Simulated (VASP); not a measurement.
Wanted: the native input for a VASP 6.6.1 run.

| Item | Value |
| --- | --- |
| Task | single point |
| Functional | LDA |
| Potentials or basis | VASP PAW LDA potentials, release 64 (Al, Ga_d, N) |
| Cutoff | 520 eV |
| k mesh | 8 × 8 × 6 |
| Occupations | gaussian, width 0.05 eV |
| Spin | no spin polarisation |
| Dipole correction | no |
| Further INCAR settings | ALGO = Normal; EDIFF = 1e-06; NBANDS = 21 |

The structure of AlGaN2 lies in POSCAR:

```
AlGaN2
1.0
    3.2710507927      0.0000000000      0.0000000000
    0.0000000000      3.2710507927      0.0000000000
    0.0000000000      0.0000000000      4.1651136599
Al Ga N
1 1 2
Direct
    0.5000000000      0.5000000000      0.5000000000
    0.0000000000      0.0000000000      0.0000000000
    0.5000000000      0.0000000000      0.7400513246
    0.0000000000      0.5000000000      0.2599486754
```

This cell differs from its parent crystal: strain +0.050 along x and y, -0.050 along z.

The input as run:

INCAR

```
ALGO     = Normal         # electronic algorithm
EDIFF    = 1E-6           # SCF threshold, eV
ENCUT    = 520            # plane-wave cutoff, eV
GGA      = CA             # functional
ISIF     = 2              # what is computed and relaxed
ISMEAR   = 0              # smearing method
LASPH    = True           # aspherical terms in the spheres
LCHARG   = False          # write CHGCAR
LREAL    = False          # projectors in reciprocal space
LWAVE    = False          # write WAVECAR
NBANDS   = 21             # bands
NELM     = 80             # most SCF steps
PREC     = Accurate       # precision mode
SIGMA    = 0.05           # smearing width, eV
```

KPOINTS

```
k-points
0
Gamma
  8 8 6
```

Potentials or basis: VASP PAW LDA potentials, release 64 (Al, Ga_d, N).

Command:

```bash
$ cat potpaw_LDA.64/Al/POTCAR potpaw_LDA.64/Ga_d/POTCAR potpaw_LDA.64/N/POTCAR > POTCAR
$ mpirun -np 1 vasp_std > vasp.out
```

Results of the run:

| Item | Value |
| --- | --- |
| Pressure | -8.8 GPa |
| Largest force | 0.173 eV/Å |
| Band gap on the k mesh | 2.64 eV, direct |

Caveat: the cell differs from its parent crystal (strain +0.050 along x and y, -0.050 along z).

It took 12 s on 1 thread of Intel(R) Xeon(R) 6975P-C (Granite Rapids) (shared host), peak memory 0.17 GiB.
